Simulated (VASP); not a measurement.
Zn7S8 (a cell with a defect): single point with PBEsol

System: Zn7S8 (a cell with a defect).

```
Zn S
1.0
     0.00000    5.35609   -5.35609
     5.35609    5.35609    0.00000
     5.35609    0.00000   -5.35609
Zn S
7 8
Direct
  0.99021 0.61858 0.49022
  0.45456 0.02892 0.50635
  0.52602 0.46359 0.51776
  0.00635 0.02892 0.95456
  0.01776 0.46359 0.02602
  0.48931 0.99820 0.98931
  0.49961 0.50416 0.99961
  0.11996 0.09536 0.14320
  0.12045 0.64422 0.12832
  0.61648 0.12812 0.11648
  0.63549 0.61092 0.13549
  0.09425 0.17935 0.59425
  0.15803 0.62147 0.65803
  0.64320 0.09536 0.61996
  0.62832 0.64422 0.62045
```

```
Program                : VASP 6.6.1
Task                   : single point
Functional             : PBEsol
Potentials or basis    : VASP PAW PBE potentials, release 64 (Zn, S)
Cutoff                 : 520 eV
k mesh                 : 2 × 2 × 2
Occupations            : gaussian, width 0.02 eV
Spin                   : no spin polarisation
Dipole correction      : no
Charge                 : -2
Further INCAR settings : LREAL = Auto; ALGO = Normal; EDIFF = 1e-06; NBANDS = 79; NELECT = 134.0
```

```json
{"Largest force": "1.171 eV/Å"}
```

Forces on the atoms (eV/Å):
```
Zn  -0.789 -0.789 -0.357
Zn   0.089  0.128 -0.030
Zn   0.003 -0.093  0.067
Zn   0.128  0.089 -0.030
Zn  -0.093  0.003  0.067
Zn   0.035  0.035  0.073
Zn   0.011  0.011 -0.061
S    0.085  0.076 -0.025
S   -0.066  0.046  0.082
S    0.016  0.016 -0.041
S    0.032  0.032  0.025
S    0.183  0.183  0.006
S    0.244  0.244  0.167
S    0.076  0.085 -0.025
S    0.046 -0.066  0.082
```

Levels at points of the mesh, in eV from the Fermi level:
| k point | band 65 | band 66 | band 67 | band 68 | band 69 | band 70 |
| --- | --- | --- | --- | --- | --- | --- |
| (0.00, 0.00, 0.00) | -0.45 | -0.36 | -0.12 | 1.29 | 2.07 | 2.35 |
| (0.50, 0.00, 0.00) | -1.10 | -0.67 | -0.27 | 2.59 | 2.67 | 3.19 |
| (0.00, 0.50, 0.00) | -1.16 | -0.51 | -0.33 | 2.29 | 2.92 | 3.04 |
| (0.50, 0.50, 0.50) | -0.71 | -0.60 | -0.60 | 2.62 | 2.93 | 3.20 |
| (0.50, 0.50, 0.00) | -1.19 | -0.85 | -0.59 | 3.24 | 3.67 | 3.74 |
| (0.50, 0.00, 0.50) | -1.31 | -0.82 | -0.45 | 3.30 | 3.45 | 3.73 |

Wall time 2.1 min on 1 thread of AMD EPYC 9R45 (Zen 5), with other jobs on the host, peak memory 0.4 GiB.

Caveat: the k points lie up to 0.51 Å⁻¹ apart; the cell carries a net charge on a neutralising background, which shifts energy and pressure; the cell is charged against a uniform background, so pressure and absolute levels hang on convention; the PAW data sets were made with another functional, which shifts forces and pressure a little.
